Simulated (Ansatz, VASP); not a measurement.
**BaZrO3: VASP beside Ansatz**

Contents of INCAR:

```
PREC     = Accurate       # precision mode
ENCUT    = 910            # plane-wave cutoff, eV
EDIFF    = 1E-6           # SCF threshold, eV
ISMEAR   = -1             # smearing method
SIGMA    = 0.05           # smearing width, eV
LREAL    = F              # projectors in reciprocal space
LASPH    = T              # aspherical terms in the spheres
NELM     = 120            # most SCF steps
ALGO     = Normal         # electronic algorithm
ISIF     = 2              # what is computed and relaxed
LWAVE    = F              # write WAVECAR
LCHARG   = T              # write CHGCAR
GGA      = PE             # functional
LELF     = T              # ELF
LVHAR    = T            
NBANDS   = 28             # bands
GGA_COMPAT= F
```

KPOINTS

```
regular mesh
0
Gamma
  6 6 6
```

Contents of POSCAR:

```
BaZrO3
1.0
    4.1346933262      0.0000000000      0.0000000000
    0.0000000000      4.1346933262      0.0000000000
    0.0000000000      0.0000000000      4.1346933262
Ba Zr O
1 1 3
Direct
    0.0000000000      0.0000000000      0.0000000000
    0.5000000000      0.5000000000      0.5000000000
    0.5000000000      0.5000000000      0.0000000000
    0.5000000000      0.0000000000      0.5000000000
    0.0000000000      0.5000000000      0.5000000000
```

Contents of input.yaml:

```yaml
crystal:
  lattice:
    - [4.1346933262, 0.0, 0.0]
    - [0.0, 4.1346933262, 0.0]
    - [0.0, 0.0, 4.1346933262]
  atoms:
    - { symbol: Ba, position: [0.0, 0.0, 0.0] }
    - { symbol: Zr, position: [0.5, 0.5, 0.5] }
    - { symbol: O, position: [0.5, 0.5, 0.0] }
    - { symbol: O, position: [0.5, 0.0, 0.5] }
    - { symbol: O, position: [0.0, 0.5, 0.5] }
hamiltonian:
  xc: pbe
  pseudopotentials: { kind: paw }
kpoints:
  mp_grid: { grid: [6, 6, 6] }
scf:
  occupations: { method: fermi_dirac, width: 0.05 }
output:
  forces: true
  stress: true
  eigenvalues: true
  write_density: true
  write_potential: true
  elf: true
  volumetric_format: npy
```

Alike in both runs: task single point; functional PBE; k mesh 6 × 6 × 6; occupations fermi-dirac, width 0.05 eV; no spin polarisation.

```csv
,VASP,Ansatz
version,VASP 6.6.1,Ansatz 0.2.0
potentials or method,"VASP PAW PBE potentials, release 64 (Ba_sv, Zr_sv, O_h)",Ansatz PAW
plane-wave cutoff (eV),910,420
valence electrons in the cell,40,40
```

Ansatz gave:

- gap on the k mesh at the Fermi level (eV): 3.33
- least direct gap on the mesh (eV): 3.47

Question: Which values does VASP return?

Answer: gap on the k mesh at the Fermi level (eV): 3.28; least direct gap on the mesh (eV): 3.45.

Neither program's run includes spin-orbit coupling. Noted on VASP's run: the cutoff is short for stress, so the pressure is rough.
